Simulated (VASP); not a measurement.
Here is a VASP 6.6.1 calculation.

The input INCAR:

```
PREC     = Accurate       # precision mode
ENCUT    = 500            # plane-wave cutoff, eV
EDIFF    = 1E-7           # SCF threshold, eV
ISMEAR   = 0              # smearing method
SIGMA    = 0.1            # smearing width, eV
LREAL    = False          # projectors in reciprocal space
LASPH    = True           # aspherical terms in the spheres
NELM     = 200            # most SCF steps
ALGO     = Normal         # electronic algorithm
ISIF     = 3              # what is computed and relaxed
LWAVE    = False          # write WAVECAR
LCHARG   = False          # write CHGCAR
GGA      = PE             # functional
IBRION   = 2              # ionic algorithm
NSW      = 100            # ionic steps
EDIFFG   = -0.01          # ionic threshold
GGA_COMPAT= False        
NELMIN   = 4            
LMAXMIX  = 6              # l up to which the mixer works
```

File KPOINTS:

```
regular mesh
0
Gamma
  12 12 12
```

Contents of POSCAR:

```
HoTeI
1.0
    5.1467984817     -0.0000000029      0.0000000000
   -2.5733992383      4.4572582348      0.0000000000
    0.0000000000      0.0000000000      4.1213345438
Ho Te I
1 1 1
Direct
    0.3333333333      0.6666666667      0.5000000000
    0.6666666667      0.3333333333      0.0000000000
    0.0000000000      0.0000000000      0.5000000000
```

Potentials or basis: VASP PAW PBE potentials, release 64 (Ho_3, Te, I), 4f in core.

The run is started by

```sh
$ cat potpaw_PBE.64/Ho_3/POTCAR potpaw_PBE.64/Te/POTCAR potpaw_PBE.64/I/POTCAR > POTCAR
$ mpirun -np 1 vasp_std > vasp.out
```

Predict the relaxed volume.

31.57 Å³/atom.

Predict the space group after relaxing (to 0.1 Å).

P-6m2 (No. 187).

What does it give for the relaxed cell?

a = 5.151 Å, b = 5.151 Å, c = 4.122 Å, α = 90.00°, β = 90.00°, γ = 120.00°.

Final structure:
```cif
data_structure
_symmetry_space_group_name_H-M 'P 1'
_symmetry_Int_Tables_number 1
_cell_length_a 5.1509
_cell_length_b 5.1509
_cell_length_c 4.1223
_cell_angle_alpha 90.000
_cell_angle_beta 90.000
_cell_angle_gamma 120.000
_cell_volume 94.72
loop_
_atom_site_label
_atom_site_type_symbol
_atom_site_fract_x
_atom_site_fract_y
_atom_site_fract_z
_atom_site_occupancy
Ho1 Ho 0.33333 0.66667 0.50000 1
Te1 Te 0.66667 0.33333 0.00000 1
I1 I 0.00000 0.00000 0.50000 1
```

Caveat: spin-orbit coupling is left out, which moves the levels of the heavy elements; the 4f electrons are frozen in the core, so they carry no moment and show no levels; the run has no spin polarisation, though such a crystal can be magnetic. Spin polarisation is off, so any magnetic state and its effect on volume and gap are missing.
